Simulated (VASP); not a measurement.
Runs of VASP 6.6.1 on CsI. The structure is that of space group Pm-3m (No. 221), or close to it. The cells are those of the table. 

```tsv
cell	gap on the mesh (eV)	pressure (GPa)
a = 4.567, b = 4.567, c = 4.635 Å, 2 atoms	4.50	0.2
a = 4.567, b = 4.567, c = 4.544 Å, 2 atoms	(b)	0.5
a = 4.567, b = 4.567, c = 4.590 Å, 2 atoms	(a)	0.3
a = 4.567, b = 4.567, c = 4.475 Å, 2 atoms	4.49	0.7
a = 4.567, b = 4.567, c = 4.498 Å, 2 atoms	4.52	0.6
a = 4.567, b = 4.567, c = 4.521 Å, 2 atoms	4.55	0.6
a = 4.567, b = 4.567, c = 4.612 Å, 2 atoms	4.53	0.3
a = 4.567, b = 4.567, c = 4.647 Å, 2 atoms	4.48	0.2
```

Alike in all rows: task single point; level r2SCAN; potentials or basis VASP PAW PBE potentials, release 64 (Cs_sv, I); no spin polarisation; k mesh 6 × 6 × 6; cutoff (eV) 550; smearing gaussian 0.05 eV.

Problem. Fill in the values left out.

Solution. (a) 4.57; (b) 4.58.

Caveats: the PAW data sets were made with another functional, which shifts forces and pressure a little; spin-orbit coupling is left out, which moves the levels of the heavy elements.

A k mesh can miss the band edges, and the runs leave out spin-orbit coupling on Cs, I.
